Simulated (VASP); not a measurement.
Wanted: the native input for a VASP 6.6.1 run.

* Task: relaxation of cell and atoms
* Functional: PBE
* Potentials or basis: VASP PAW PBE potentials, release 64 (Si, Ge_d, Pt)
* Cutoff: 600 eV
* k mesh: 6 × 6 × 2
* Occupations: gaussian, width 0.1 eV
* Spin: no spin polarisation
* Dipole correction: no
* Further INCAR settings: ALGO = Normal; EDIFF = 1e-06; IBRION = 2; EDIFFG = -0.04; NSW = 90; ISIF = 3

The structure of Si4GePt lies in POSCAR:

```
Si4GePt
1.0
    2.9530040700      0.0000000000      0.0000000000
   -1.4765020400      2.5573765400      0.0000000000
    0.0000000000      0.0000000000     11.7819964300
Si Ge Pt
4 1 1
Direct
    0.3333333300      0.6666666700      0.6259580300
    0.0000000000      0.0000000000      0.8781179800
    0.0000000000      0.0000000000      0.1218820200
    0.3333333300      0.6666666700      0.3740419700
    0.6666666700      0.3333333300      0.5000000000
    0.6666666700      0.3333333300      0.0000000000
```

The cell was built from a structure type or drawn by symmetry, and may not be a known phase.

The input as run:

INCAR

```
PREC     = Accurate       # precision mode
ENCUT    = 600            # plane-wave cutoff, eV
EDIFF    = 1E-6           # SCF threshold, eV
ISMEAR   = 0              # smearing method
SIGMA    = 0.1            # smearing width, eV
LREAL    = F              # projectors in reciprocal space
LASPH    = T              # aspherical terms in the spheres
NELM     = 60             # most SCF steps
ALGO     = Normal         # electronic algorithm
ISIF     = 3              # what is computed and relaxed
LWAVE    = F              # write WAVECAR
LCHARG   = F              # write CHGCAR
GGA      = PE             # functional
IBRION   = 2              # ionic algorithm
NSW      = 90             # ionic steps
EDIFFG   = -0.04          # ionic threshold
```

KPOINTS

```
Automatic mesh
0
Gamma
  6 6 2
```

Potentials or basis: VASP PAW PBE potentials, release 64 (Si, Ge_d, Pt).

The run is started by

```console
$ cat potpaw_PBE.64/Si/POTCAR potpaw_PBE.64/Ge_d/POTCAR potpaw_PBE.64/Pt/POTCAR > POTCAR
$ mpirun -np 1 vasp_std > vasp.out
```

Results of the run:

| Property | Result |
| --- | --- |
| Relaxed volume | 16.67 Å³/atom |
| Relaxed cell | a = 3.726 Å, b = 3.726 Å, c = 8.318 Å, α = 90.00°, β = 90.00°, γ = 120.00° |
| Space group after relaxing (to 0.1 Å) | P-6m2 (No. 187) |
| Energy gained by relaxing | 1187.8 meV/atom |
| Ionic steps | 27 |
| Pressure after relaxing | 0.0 GPa |
| Largest force after relaxing | 0.038 eV/Å |
| Band gap on the k mesh | zero (bands 20 and 21 overlap by 2.34 eV) |

Caveat: the k points lie up to 0.38 Å⁻¹ apart in the final cell, too coarse for converged energies and pressures of a metal; a cell axis changed by over 15 % at a fixed basis, so the end point is rough; spin-orbit coupling is left out, which moves the levels of the heavy elements.

Wall time 6.3 min on 1 thread of Intel(R) Xeon(R) 6975P-C (Granite Rapids), with other jobs on the host, peak memory 0.25 GiB.
